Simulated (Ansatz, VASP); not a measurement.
## One calculation of TiB2, two programs

File INCAR:

```
PREC = Accurate ; ENCUT = 500
EDIFF = 1E-7 ; ISMEAR = -1
SIGMA = 0.1 ; LREAL = False
LASPH = True ; NELM = 120
ALGO = Normal ; ISIF = 3
LWAVE = False ; LCHARG = False
IBRION = 2 ; NSW = 80
EDIFFG = -0.05 ; GGA_COMPAT = False
NELMIN = 4
```

KPOINTS

```
Automatic mesh
0
Gamma
  11 11 9
```

The input POSCAR:

```
TiB2
1.0
    3.0292000000      0.0000000000      0.0000000000
   -1.5146000000      2.6233640000      0.0000000000
    0.0000000000      0.0000000000      3.2284000000
Ti B
1 2
Direct
    0.0000000000      0.0000000000      0.0000000000
    0.3333333333      0.6666666667      0.5000000000
    0.6666666667      0.3333333333      0.5000000000
```

Input for Ansatz:

```yaml
crystal:
  lattice:
    - [3.0292, 0.0, 0.0]
    - [-1.5146, 2.623364, 0.0]
    - [0.0, 0.0, 3.2284]
  atoms:
    - { symbol: Ti, position: [0.0, 0.0, 0.0] }
    - { symbol: B, position: [0.3333333333333333, 0.6666666666666666, 0.5] }
    - { symbol: B, position: [0.6666666666666666, 0.3333333333333333, 0.5] }
kpoints:
  mp_grid:
    grid: [11, 11, 9]
    shift: [0.0, 0.0, 0.0]
hamiltonian:
  xc: lda
  dispersion: none
scf:
  convergence:
    dr2_threshold: 1.0e-09
  occupations:
    method: fermi_dirac
    width: 0.1
relax:
  f_tol: 0.05
  cell: {}
```

Alike in both runs: task relaxation of cell and atoms; functional LDA; k mesh 11 × 11 × 9; occupations fermi-dirac, width 0.1 eV; no spin polarisation.

```csv
,VASP,Ansatz
version,VASP 6.6.1,Ansatz 0.2.0
potentials or method,"VASP PAW LDA potentials, release 64 (Ti_sv, B)","plane waves, PAW"
plane-wave cutoff (eV),500,420
valence electrons in the cell,18,18
```

|  | VASP | Ansatz | Ansatz less VASP |
| --- | --- | --- | --- |
| relaxed volume (Å³/atom) | 8.19 | 8.18 | -0.012 |
| relaxed cell length with the largest relative difference (Å) | 3.162 | 3.160 | -0.0022 |

LDA's correlation is that of Perdew and Zunger in VASP and of Perdew and Wang (1992) in Ansatz. Ansatz's warnings: stress scf threshold loose.
